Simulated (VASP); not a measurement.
# AlCuC4N4 (P-43m) in VASP: a series of runs

Runs on AlCuC4N4. Level: PBE. Tasks: single point.

All numbers are computed with VASP 6.6.1; they aren't measurements. Logs are shortened: lines on timing, memory, paths and dates and some standing lists are left out, and cuts for length are marked.

## 1. The cell of the first run

Symmetry: P-43m, No. 215, cubic system. Conventional cell: a = 5.860 Å, b = 5.860 Å, c = 5.860 Å, α = 90.00°, β = 90.00°, γ = 90.00°. Within 2.6 Å of Al (site symmetry -43m) lie 4 C at 1.97 Å. Cu (site symmetry -43m) has 4 N at 1.95 Å within 2.6 Å. C (site symmetry 3m) has 1 N at 1.16 Å within 1.6 Å. N (site symmetry 3m) has 1 C at 1.16 Å within 1.6 Å.

## 2. Single point, PBE, collinear spin

Input file INCAR:

```
PREC = Accurate
ENCUT = 820
EDIFF = 1E-6
ISMEAR = 0
SIGMA = 0.1
LREAL = False
LASPH = True
NELM = 200
ALGO = Normal
ISIF = 2
LWAVE = False
LCHARG = False
ISPIN = 2
MAGMOM = 0 1 0 0 0 0 0 0 0 0
LORBIT = 11
LMAXMIX = 4
GGA = PE
NBANDS = 44
GGA_COMPAT = False
```

Input file KPOINTS:

```
regular mesh
0
Gamma
  4 4 4
```

Input file POSCAR:

```
AlCuC4N4
1.0
    5.8603950015      0.0000000000      0.0000000000
    0.0000000000      5.8603950015      0.0000000000
    0.0000000000      0.0000000000      5.8603950015
Al Cu C N
1 1 4 4
Direct
    0.0000000000      0.0000000000      0.0000000000
    0.5000000000      0.5000000000      0.5000000000
    0.1935983643      0.1935983643      0.1935983643
    0.1935983643      0.8064016357      0.8064016357
    0.8064016357      0.1935983643      0.8064016357
    0.8064016357      0.8064016357      0.1935983643
    0.3082540900      0.3082540900      0.3082540900
    0.3082540900      0.6917459100      0.6917459100
    0.6917459100      0.3082540900      0.6917459100
    0.6917459100      0.6917459100      0.3082540900
```

Potentials or basis: VASP PAW PBE potentials, release 64 (Al, Cu_sv_GW, C, N).

Run with:

```
$ cat potpaw_PBE.64/Al/POTCAR potpaw_PBE.64/Cu_sv_GW/POTCAR potpaw_PBE.64/C/POTCAR potpaw_PBE.64/N/POTCAR > POTCAR
$ mpirun -np 1 vasp_std > vasp.out
```

OUTCAR:

```text
PREC = Accurate
   ENCUT = 820
   EDIFF = 1E-6
   ISMEAR = 0
   LREAL = False
   LASPH = True
   NELM = 200
   ISIF = 2
   ISPIN = 2
   LORBIT = 11
   GGA = PE

 ion  position               nearest neighbor table
   1  0.000  0.000  0.000-   3 1.97   4 1.97   5 1.97   6 1.97
   2  0.500  0.500  0.500-   7 1.95   8 1.95   9 1.95  10 1.95
   3  0.194  0.194  0.194-   7 1.16   1 1.97
   4  0.194  0.806  0.806-   8 1.16   1 1.97
   5  0.806  0.194  0.806-   9 1.16   1 1.97
   6  0.806  0.806  0.194-  10 1.16   1 1.97
   7  0.308  0.308  0.308-   3 1.16   2 1.95
   8  0.308  0.692  0.692-   4 1.16   2 1.95
   9  0.692  0.308  0.692-   5 1.16   2 1.95
  10  0.692  0.692  0.308-   6 1.16   2 1.95

  LATTYP: Found a simple cubic cell.
 ALAT       =     5.8603950015

  Lattice vectors:

 A1 = (   5.8603950015,   0.0000000000,   0.0000000000)
 A2 = (   0.0000000000,   5.8603950015,   0.0000000000)
 A3 = (   0.0000000000,   0.0000000000,   5.8603950015)

Analysis of symmetry for initial positions (statically):
=====================================================================
 Subroutine PRICEL returns:
 Original cell was already a primitive cell.

 Routine SETGRP: Setting up the symmetry group for a
 simple cubic supercell.

 Subroutine GETGRP returns: Found 24 space group operations
 (whereof 24 operations were pure point group operations)
 out of a pool of 48 trial point group operations.

The static configuration has the point symmetry T_d .

Analysis of symmetry for dynamics (positions and initial velocities):
=====================================================================
 Subroutine PRICEL returns:
 Original cell was already a primitive cell.

 Routine SETGRP: Setting up the symmetry group for a
 simple cubic supercell.

 Subroutine GETGRP returns: Found 24 space group operations
 (whereof 24 operations were pure point group operations)
 out of a pool of 48 trial point group operations.

The dynamic configuration has the point symmetry T_d .

Analysis of structural, dynamic, and magnetic symmetry:
=====================================================================
 Subroutine PRICEL returns:
 Original cell was already a primitive cell.

 Routine SETGRP: Setting up the symmetry group for a
 simple cubic supercell.

 Subroutine GETGRP returns: Found 24 space group operations
 (whereof 24 operations were pure point group operations)
 out of a pool of 48 trial point group operations.

The overall configuration has the point symmetry T_d .

 Subroutine INISYM returns: Found 24 space group operations
 (whereof 24 operations are pure point group operations),
 and found     1 'primitive' translations

----------------------------------------------------------------------------------------

                                     Primitive cell

  volume of cell :     201.2708

  direct lattice vectors                    reciprocal lattice vectors
     5.860395001  0.000000000  0.000000000     0.170636962  0.000000000  0.000000000
     0.000000000  5.860395001  0.000000000     0.000000000  0.170636962  0.000000000
     0.000000000  0.000000000  5.860395001     0.000000000  0.000000000  0.170636962

  length of vectors
     5.860395001  5.860395001  5.860395001     0.170636962  0.170636962  0.170636962

  position of ions in fractional coordinates (direct lattice)
     0.000000000  0.000000000  0.000000000
     0.500000000  0.500000000  0.500000000
     0.193598364  0.193598364  0.193598364
     0.193598364  0.806401636  0.806401636
     0.806401636  0.193598364  0.806401636
     0.806401636  0.806401636  0.193598364
     0.308254090  0.308254090  0.308254090
     0.308254090  0.691745910  0.691745910
     0.691745910  0.308254090  0.691745910
     0.691745910  0.691745910  0.308254090

  ion indices of the primitive-cell ions
   primitive index   ion index
                 1           1
                 2           2
                 3           3
                 4           4
                 5           5
                 6           6
                 7           7
                 8           8
                 9           9
                10          10
[... 53 lines left out ...]
   LSORBIT =      F    spin-orbit coupling
   LASPH  =      T    aspherical Exc in radial PAW
   ENCUT  =  820.0 eV  60.27 Ry    7.76 a.u.  13.68 13.68 13.68*2*pi/ulx,y,z
   NELM   =    200;   NELMIN=  2; NELMDL= -5     # of ELM steps
   EDIFF  = 0.1E-05   stopping-criterion for ELM
   LREAL  =      F    real-space projection
   EDIFFG = 0.1E-04   stopping-criterion for IOM
   NSW    =      0    number of steps for IOM
   IBRION =     -1    ionic relax: 0-MD 1-quasi-New 2-CG
   NFREE  =      0    steps in history (QN), initial steepest desc. (CG)
   ISIF   =      2    stress and relaxation
   ISYM   =      2    0-nonsym 1-usesym 2-fastsym
   POTIM  = 0.5000    time-step for ionic-motion
   TEBEG  =    0.0;   TEEND  =   0.0 temperature during run
   PSTRESS=    0.0 pullay stress
   NELECT =      58.0000    total number of electrons
   NUPDOWN=      -1.0000    fix difference up-down
   EMIN   =  10.00;   EMAX   =-10.00  energy-range for DOS
   EFERMI =   0.00;   METHOD = LEGACY
   ISMEAR =     0;   SIGMA  =   0.10  broadening in eV -4-tet -1-fermi 0-gaus
   EFERMI_NEDOS =   21; number of points for ismear=-14 and -15
   IALGO  =     38    algorithm
   IMIX   =      4    mixing-type and parameters
     AMIX     =   0.40;   BMIX     =  1.00
     AMIX_MAG =   1.60;   BMIX_MAG =  1.00
  volume/ion in A,a.u.               =      20.13       135.82
  Fermi-wavevector in a.u.,A,eV,Ry     =   1.081328  2.043413 15.908875  1.169269
  Thomas-Fermi vector in A             =   2.217341
   LORBIT       =     11    0 simple, 1 ext, 2 COOP (PROOUT), +10 PAW based schemes
   GGA     = PE    functional components
   LHFCALC =     F    Hartree Fock is set to
   AEXX    =    0.0000 exact exchange contribution
   IVDW    =     0    specifies the selected vdW correction
   LEPSILON=     F    determine dielectric tensor
   LRPA    =     F    only Hartree local field effects (RPA)
 spin polarized calculation
 Gauss-broadening in eV      SIGMA  =   0.10
  energy-cutoff  :      820.00
  volume of cell :      201.27
 maximum number of plane-waves:     10827
 NGX is ok and might be reduce to    56
   NGX = 27   NGY = 27   NGZ = 27

 number of electron      57.9999991 magnetization      -0.0000884

 number of electron      57.9999991 magnetization       0.0000106

 Free energy of the ion-electron system (eV)
  ---------------------------------------------------
  ext. energy  EPLUGINS =         0.00000000
  ---------------------------------------------------
  free energy    TOTEN  =       -75.77088755 eV

  energy without entropy =      -75.77088755  energy(sigma->0) =      -75.77088755

 E-fermi :  -0.0715     XC(G=0):  -7.1125

 val. band max:       -0.8434268212   @ k =   0.5000   0.5000   0.0000
 cond. band min:       2.1743398568   @ k =   0.0000   0.0000   0.0000
 fundamental gap:      3.0177666779
 Fermi energy:        -0.0715312317

 spin component 1

 k-point     1 :       0.0000    0.0000    0.0000
  band No.  band energies     occupation
      1    -111.6419      1.00000
      2     -69.0304      1.00000
      3     -69.0304      1.00000
      4     -69.0304      1.00000
      5     -18.5689      1.00000
      6     -18.4345      1.00000
[... 429 lines left out ...]
     40       6.5323      0.00000
     41       6.5323      0.00000
 Fermi energy:        -0.0715312317

 spin component 2

 k-point     1 :       0.0000    0.0000    0.0000
  band No.  band energies     occupation
      1    -111.6417      1.00000
      2     -69.0303      1.00000
      3     -69.0303      1.00000
      4     -69.0303      1.00000
      5     -18.5689      1.00000
      6     -18.4345      1.00000
[... 429 lines left out ...]
     40       6.5323      0.00000
     41       6.5323      0.00000
 [bands above 41 left out]

------------------------ aborting loop because EDIFF is reached ----------------------------------------

  FORCE on cell =-STRESS in cart. coord.  units (eV):
  Direction    XX          YY          ZZ          XY          YZ          ZX
  --------------------------------------------------------------------------------------
  -------------------------------------------------------------------------------------
  Total        0.4953207      0.4953207      0.4953207      0.0000000     -0.0000000      0.0000000
  in kB        3.9429055      3.9429055      3.9429055      0.0000000     -0.0000000      0.0000000
  external PRESSURE =       3.9429055 kB  Pullay stress =       0.0000000 kB

 VOLUME and BASIS-vectors are now :
 -----------------------------------------------------------------------------
  energy-cutoff  :      820.00
  volume of cell :      201.27
      direct lattice vectors                 reciprocal lattice vectors
     5.860395001  0.000000000  0.000000000     0.170636962  0.000000000  0.000000000
     0.000000000  5.860395001  0.000000000     0.000000000  0.170636962  0.000000000
     0.000000000  0.000000000  5.860395001     0.000000000  0.000000000  0.170636962

 POSITION                                       TOTAL-FORCE (eV/Angst)
 -----------------------------------------------------------------------------------
      0.00000      0.00000      0.00000         0.000000      0.000000     -0.000000
      2.93020      2.93020      2.93020         0.000000      0.000000     -0.000000
      1.13456      1.13456      1.13456        -0.208457     -0.208457     -0.208457
      1.13456      4.72583      4.72583        -0.208457      0.208457      0.208457
      4.72583      1.13456      4.72583         0.208457     -0.208457      0.208457
      4.72583      4.72583      1.13456         0.208457      0.208457     -0.208457
      1.80649      1.80649      1.80649         0.264737      0.264737      0.264737
      1.80649      4.05390      4.05390         0.264737     -0.264737     -0.264737
      4.05390      1.80649      4.05390        -0.264737      0.264737     -0.264737
      4.05390      4.05390      1.80649        -0.264737     -0.264737      0.264737
 -----------------------------------------------------------------------------------
    total drift:                                0.000000      0.000000     -0.000000

  FREE ENERGIE OF THE ION-ELECTRON SYSTEM (eV)
  ---------------------------------------------------
  free  energy   TOTEN  =       -75.7708875484 eV

  energy  without entropy=      -75.7708875484  energy(sigma->0) =      -75.77088755

 total charge

# of ion       s       p       d       f       tot
--------------------------------------------------
    1        0.360   0.434   0.000   0.000   0.793
    2        2.203   6.446   8.914   0.008  17.571
    3        0.950   1.702   0.000   0.000   2.653
    4        0.950   1.702   0.000   0.000   2.653
    5        0.950   1.702   0.000   0.000   2.653
    6        0.950   1.702   0.000   0.000   2.653
    7        1.306   2.525   0.000   0.000   3.830
    8        1.306   2.525   0.000   0.000   3.830
    9        1.306   2.525   0.000   0.000   3.830
   10        1.306   2.525   0.000   0.000   3.830
--------------------------------------------------
tot         11.587  23.788   8.914   0.008  44.297

 magnetization (x)

# of ion       s       p       d       f       tot
--------------------------------------------------
    1        0.000  -0.000   0.000   0.000  -0.000
    2        0.000   0.000   0.000   0.000   0.000
    3       -0.000  -0.000   0.000   0.000  -0.000
    4       -0.000  -0.000   0.000   0.000  -0.000
    5       -0.000  -0.000   0.000   0.000  -0.000
    6       -0.000  -0.000   0.000   0.000  -0.000
    7        0.000   0.000   0.000   0.000   0.000
    8        0.000   0.000   0.000   0.000   0.000
    9        0.000   0.000   0.000   0.000   0.000
   10        0.000   0.000   0.000   0.000   0.000
--------------------------------------------------
tot          0.000   0.000   0.000   0.000   0.000
```

Run time: 15 min. Hardware: 1 thread of Intel Xeon Platinum 8259CL at 2.50GHz (Skylake/Cascade Lake), shared host; peak memory 0.75 GiB.

What came out:

```yaml
Free_energy: -75.7709 eV
Pressure: 0.4 GPa
Largest_force: 0.459 eV/Å
Band_gap_on_the_k_mesh: 3.02 eV (least direct gap 3.09 eV)
Net_moment: 0.00 μB per cell
Valence_electrons_inside_the_program's_atomic_spheres: Al 0.79; Cu 17.57; C 2.65; N 3.83
```

Forces in eV/Å, atoms in the order of the input:
```
Al   0.000  0.000  0.000
Cu   0.000  0.000  0.000
C   -0.208 -0.208 -0.208
C   -0.208  0.208  0.208
C    0.208 -0.208  0.208
C    0.208  0.208 -0.208
N    0.265  0.265  0.265
N    0.265 -0.265 -0.265
N   -0.265  0.265 -0.265
N   -0.265 -0.265  0.265
```

Levels at points of the mesh, in eV from the valence-band top:
Spin up:
| k point | band 26 | band 27 | band 28 | band 29 | band 30 | band 31 | band 32 | band 33 |
| --- | --- | --- | --- | --- | --- | --- | --- | --- |
| (0.00, 0.00, 0.00) | -0.80 | -0.20 | -0.20 | -0.20 | 3.02 | 3.02 | 3.02 | 3.71 |
| (0.50, 0.00, 0.00) | -0.70 | -0.11 | -0.03 | -0.03 | 3.06 | 3.06 | 3.22 | 3.59 |
| (0.50, 0.50, 0.00) | -0.69 | -0.13 | 0.00 | 0.00 | 3.26 | 3.28 | 3.28 | 3.50 |
| (0.50, 0.50, 0.50) | -0.76 | -0.13 | -0.13 | -0.13 | 3.36 | 3.36 | 3.36 | 3.81 |
Spin down:
```
           k point  band 26  band 27  band 28  band 29  band 30  band 31  band 32  band 33
(0.00, 0.00, 0.00)    -0.80    -0.20    -0.20    -0.20     3.02     3.02     3.02     3.71
(0.50, 0.00, 0.00)    -0.70    -0.11    -0.03    -0.03     3.06     3.06     3.22     3.59
(0.50, 0.50, 0.00)    -0.69    -0.13     0.00     0.00     3.26     3.28     3.28     3.50
(0.50, 0.50, 0.50)    -0.76    -0.13    -0.13    -0.13     3.36     3.36     3.36     3.81
```

A k mesh can miss the band edges.

## 3. Single point, PBE

This run uses another cell than the first one, of 20.17 Å³/atom.

Input file INCAR:

```
SYSTEM = AlCuC4N4
PREC = Accurate
ENCUT = 820
EDIFF = 1E-6
ISMEAR = 0
SIGMA = 0.02
LREAL = .False.
LASPH = .True.
NELM = 120
ALGO = Normal
ISIF = 2
LWAVE = .False.
LCHARG = .False.
GGA = PE
NBANDS = 40
GGA_COMPAT = .False.
```

Input file KPOINTS:

```
regular mesh
0
Gamma
  4 4 4
  0 0 0
```

Input file POSCAR:

```
AlCuC4N4
1.0
    5.8644864108      0.0000000000      0.0000000000
    0.0000000000      5.8644864108      0.0000000000
    0.0000000000      0.0000000000      5.8644864108
Al Cu C N
1 1 4 4
Direct
    0.0000000000      0.0000000000      0.0000000000
    0.5000000000      0.5000000000      0.5000000000
    0.1939924985      0.1939924985      0.1939924985
    0.1939924985      0.8060075015      0.8060075015
    0.8060075015      0.1939924985      0.8060075015
    0.8060075015      0.8060075015      0.1939924985
    0.3085928599      0.3085928599      0.3085928599
    0.3085928599      0.6914071401      0.6914071401
    0.6914071401      0.3085928599      0.6914071401
    0.6914071401      0.6914071401      0.3085928599
```

Potentials or basis: VASP PAW PBE potentials, release 64 (Al, Cu_sv_GW, C, N).

Run with:

```
$ cat potpaw_PBE.64/Al/POTCAR potpaw_PBE.64/Cu_sv_GW/POTCAR potpaw_PBE.64/C/POTCAR potpaw_PBE.64/N/POTCAR > POTCAR
$ mpirun -np 1 vasp_std > vasp.out
```

It took 3.2 min on 1 thread of Intel Xeon Platinum 8488C (Sapphire Rapids), shared host; peak memory 0.55 GiB.

The run converged. Its results:

| Quantity | Value |
| --- | --- |
| Free energy | -75.7718 eV |
| Pressure | 0.3 GPa |
| Largest force | 0.415 eV/Å |
| Band gap on the k mesh | 3.02 eV (least direct gap 3.09 eV) |

Forces in eV/Å, atoms in the order of the input:
```
Al   0.000  0.000  0.000
Cu   0.000  0.000  0.000
C   -0.239 -0.239 -0.239
C   -0.239  0.239  0.239
C    0.239 -0.239  0.239
C    0.239  0.239 -0.239
N    0.238  0.238  0.238
N    0.238 -0.238 -0.238
N   -0.238  0.238 -0.238
N   -0.238 -0.238  0.238
```

Levels at points of the mesh, in eV from the valence-band top:
```
           k point  band 25  band 26  band 27  band 28  band 29  band 30  band 31  band 32  band 33  band 34
(0.00, 0.00, 0.00)    -0.81    -0.81    -0.20    -0.20    -0.20     3.02     3.02     3.02     3.72     3.72
(0.50, 0.00, 0.00)    -0.79    -0.70    -0.11    -0.03    -0.03     3.07     3.07     3.22     3.59     3.78
(0.50, 0.50, 0.00)    -0.78    -0.69    -0.13     0.00     0.00     3.26     3.28     3.28     3.50     3.93
(0.50, 0.50, 0.50)    -0.76    -0.76    -0.13    -0.13    -0.13     3.36     3.36     3.36     3.82     3.82
```
